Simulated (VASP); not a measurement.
Runs of VASP 6.6.1 on LiBr. The structure is that of space group Fm-3m (No. 225), or close to it. The cells are those of the table. 

| spin | cell | k mesh | smearing | pressure (GPa) | moment (μB) |
| --- | --- | --- | --- | --- | --- |
| non-collinear, zero start, SOC | a = 3.561 Å, angles 60.0, 60.0, 90.0°, 2 atoms | 8 × 8 × 8 | gaussian 0.01 eV | (a) | 0.00 |
| off | a = 3.827 Å, angles 60.0, 60.0, 90.0°, 2 atoms | 12 × 12 × 12 | fermi-dirac 0.1 eV | 0.0 | - |
| non-collinear, zero start, SOC | a = 3.618 Å, angles 60.0, 60.0, 90.0°, 2 atoms | 8 × 8 × 8 | gaussian 0.01 eV | 7.0 | 0.00 |
| non-collinear, zero start, SOC | a = 3.484 Å, angles 60.0, 60.0, 90.0°, 2 atoms | 8 × 8 × 8 | gaussian 0.01 eV | 15.0 | 0.00 |

Alike in all rows: level PBEsol; potentials or basis VASP PAW PBE potentials, release 64 (Li_sv, Br); cutoff (eV) 750.

Q: Estimate the missing entries.

A: (a) 10.0.

Caveats: the PAW data sets were made with another functional, which shifts forces and pressure a little; the cell stands under pressure (at least some runs).
